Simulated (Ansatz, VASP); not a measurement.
# O in VASP and in Ansatz

File INCAR:

```
SYSTEM = O
  PREC = Accurate
  ENCUT = 520
  EDIFF = 1E-6
  ISMEAR = 0
  SIGMA = 0.15
  LREAL = .False.
  LASPH = .True.
  NELM = 100
  ALGO = Normal
  ISIF = 2
  LWAVE = .False.
  LCHARG = .True.
  LELF = .True.
  LVHAR = .True.
  NBANDS = 13
```

File KPOINTS:

```
regular mesh
0
Gamma
  22 22 22
  0 0 0
```

Contents of POSCAR:

```
O
1.0
    0.0000000000      1.6515134026      3.7584571609
    1.6408516812      0.0000000000      3.7584571609
    1.6408516812      1.6515134026      0.0000000000
O
2
Direct
    0.0808467867      0.0808467867      0.9191532133
    0.9191532133      0.9191532133      0.0808467867
```

Input for Ansatz:

```yaml
crystal:
  lattice:
    - [0.0, 1.6515134026, 3.7584571609]
    - [1.6408516812, 0.0, 3.7584571609]
    - [1.6408516812, 1.6515134026, 0.0]
  atoms:
    - { symbol: O, position: [0.0808467867, 0.0808467867, 0.9191532133] }
    - { symbol: O, position: [0.9191532133, 0.9191532133, 0.0808467867] }
basis:
  ecutwfc: 520.0
kpoints:
  mp_grid: { grid: [22, 22, 22] }
hamiltonian:
  xc: lda
scf:
  occupations: { method: gaussian, width: 0.15 }
output:
  forces: true
  stress: true
  eigenvalues: true
```

Change from the starting cell: volume 10.185 Å^3 an atom, stretch along c over the lengths across it, relative to the relaxed cell 1.0000.

Alike in both runs: task single point; functional LDA; k mesh 22 × 22 × 22; occupations gaussian, width 0.15 eV; no spin polarisation.

```csv
,VASP,Ansatz
version,VASP 6.6.1,Ansatz 0.2.0
potentials or method,"VASP PAW LDA potentials, release 64 (O), cutoff 520 eV","scalar-relativistic, plane waves, PAW"
valence electrons in the cell,12,12
```

VASP gave:

```
gap on the k mesh at the Fermi level (eV)                     : none
pressure (GPa)                                                : -2.0
traceless stress, the component that is largest in VASP (GPa) : 2.68
rms of the force components (eV/Å)                            : 0.103
```

Which values does Ansatz return?

gap on the k mesh at the Fermi level (eV): none; pressure (GPa): -6.8; traceless stress, the component that is largest in VASP (GPa): -7.29; rms of the force components (eV/Å): 0.823.

LDA's correlation is that of Perdew and Zunger in VASP and of Perdew and Wang (1992) in Ansatz. Atom by atom the forces differ by 0.926 eV/Å (rms over components). A gap of «none» marks a metal or a gap that the smearing closes.

Noted on VASP's run: the standard files for N, O and F lose accuracy on very short bonds; spin is off for a triplet molecule.
